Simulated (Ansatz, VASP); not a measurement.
**BN: VASP beside Ansatz**

File POSCAR:

```
BN
1.0
    2.5439665234      0.0000000000      0.0000000000
   -1.2719832617      2.2031396356      0.0000000000
    0.0000000000      0.0000000000      4.2077449346
B N
2 2
Direct
    0.6666666667      0.3333333333      1.0306312877
    0.3333333333      0.6666666667      0.4689678941
    0.6666666667      0.3333333333      0.5806397233
    0.3333333333      0.6666666667      0.1697610949
```

File INCAR.step1:

```
PREC     = Accurate       # precision mode
ENCUT    = 520            # plane-wave cutoff, eV
ISMEAR   = 0              # smearing method
SIGMA    = 0.05           # smearing width, eV
LREAL    = False          # projectors in reciprocal space
LASPH    = True           # aspherical terms in the spheres
NELM     = 60             # most SCF steps
NBANDS   = 16             # bands
GGA      = PE             # functional
ALGO     = Normal         # electronic algorithm
EDIFF    = 1E-4           # SCF threshold, eV
LWAVE    = True           # write WAVECAR
LCHARG   = False          # write CHGCAR
```

INCAR.step2

```
PREC     = Accurate       # precision mode
ENCUT    = 520            # plane-wave cutoff, eV
EDIFF    = 1E-7           # SCF threshold, eV
ISMEAR   = 0              # smearing method
SIGMA    = 0.05           # smearing width, eV
LREAL    = False          # projectors in reciprocal space
LASPH    = True           # aspherical terms in the spheres
NELM     = 60             # most SCF steps
ALGO     = Normal         # electronic algorithm
ISIF     = 2              # what is computed and relaxed
LWAVE    = False          # write WAVECAR
LCHARG   = False          # write CHGCAR
METAGGA  = R2SCAN         # meta-GGA
LMIXTAU  = True         
NBANDS   = 16             # bands
ISTART   = 1
```

KPOINTS

```
regular mesh
0
Gamma
  12 12 6
```

Input for Ansatz:

```yaml
crystal:
  lattice:
    - [2.5439665234, 0.0, 0.0]
    - [-1.2719832617, 2.2031396356, 0.0]
    - [0.0, 0.0, 4.2077449346]
  atoms:
    - { symbol: B, position: [0.6666666667, 0.3333333333, 1.0306312877] }
    - { symbol: B, position: [0.3333333333, 0.6666666667, 0.4689678941] }
    - { symbol: "N", position: [0.6666666667, 0.3333333333, 0.5806397233] }
    - { symbol: "N", position: [0.3333333333, 0.6666666667, 0.1697610949] }
basis:
  ecutwfc: 500
kpoints:
  mp_grid: { grid: [12, 12, 6] }
hamiltonian:
  xc: r2scan
scf:
  occupations: { method: gaussian, width: 0.05 }
output:
  forces: true
  stress: true
  eigenvalues: true
```

Change from the starting cell: mode 8 (973.5 1/cm) frozen in, largest displacement +0.188 Å.

Alike in both runs: task single point; functional r2SCAN; k mesh 12 × 12 × 6; occupations gaussian, width 0.05 eV; no spin polarisation.

|  | VASP | Ansatz |
| --- | --- | --- |
| version | VASP 6.6.1 | Ansatz 0.2.0 |
| potentials or method | VASP PAW PBE potentials, release 64 (B, N), cutoff 520 eV | scalar-relativistic, plane waves, PAW |
| valence electrons in the cell | 16 | 16 |

Ansatz gave:

- gap on the k mesh at the Fermi level (eV): 5.03
- least direct gap on the mesh (eV): 6.94
- rms of the force components (eV/Å): 6.580

What did VASP give for the same quantities?

gap on the k mesh at the Fermi level (eV): 5.02; least direct gap on the mesh (eV): 6.93; rms of the force components (eV/Å): 6.603.

VASP's potentials were made for PBE, not for r2SCAN. Atom by atom the forces differ by 0.032 eV/Å (rms over components).
